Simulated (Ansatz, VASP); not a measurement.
BaS: VASP beside Ansatz

```
CELL_PARAMETERS angstrom
0.00000 3.48246 3.58356
3.48246 0.00000 3.58356
3.48246 3.48246 0.00000
ATOMIC_POSITIONS crystal
Ba 0.00000 0.00000 0.00000
S 0.25000 0.25000 0.25000
```

Change from the starting cell: epitaxial_xy strain -1.1%.

Alike in both runs: task single point; functional r2SCAN; k mesh 6 × 6 × 6; no spin polarisation.

```csv
,VASP,Ansatz
version,VASP 6.6.1,Ansatz 0.2.0
potentials or method,"VASP PAW PBE potentials, release 64 (Ba_sv, S)","plane waves, PAW"
plane-wave cutoff (eV),520,500
occupations,"gaussian, width 0.01 eV",fixed
valence electrons in the cell,16,16
```

VASP gave:

```
gap on the k mesh at the Fermi level (eV)                     : 3.07
pressure (GPa)                                                : 0.5
traceless stress, the component that is largest in VASP (GPa) : -0.05
```

**Question.** Which values does Ansatz return?

**Answer.** gap on the k mesh at the Fermi level (eV): 3.06; pressure (GPa): 0.1; traceless stress, the component that is largest in VASP (GPa): -0.06.

VASP's potentials were made for PBE, not for r2SCAN.

Neither program's run includes spin-orbit coupling.
